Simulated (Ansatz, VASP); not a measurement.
**Te in VASP and in Ansatz**

```
CELL_PARAMETERS angstrom
10.50000 0.00000 0.00000
0.00000 11.00000 0.00000
0.00000 0.00000 11.50000
ATOMIC_POSITIONS crystal
Te 0.50000 0.50455 0.50000
```

Alike in both runs: task single point; functional PBE; k mesh 1 × 1 × 1; occupations gaussian, width 0.005 eV; collinear spin.

```csv
,VASP,Ansatz
version,VASP 6.6.1,Ansatz 0.2.0
potentials or method,"VASP PAW PBE potentials, release 64 (Te)","scalar-relativistic, plane waves, PAW"
plane-wave cutoff (eV),400,420
valence electrons in the cell,6,16
```

Ansatz gave:

* net moment per atom (μB): 2.00
* size of the moment on the site where the two differ most (μB): 2.00

Task: Which values does VASP return?

Result: net moment per atom (μB): 2.00; size of the moment on the site where the two differ most (μB): 0.95.

Site moments also hang on the region over which each program counts them. VASP's potentials hold 6 valence electrons a cell and Ansatz's 16, so a difference there can come from the potentials and not from the codes. Ansatz's warnings: stability check not made.

Neither program's run includes spin-orbit coupling.
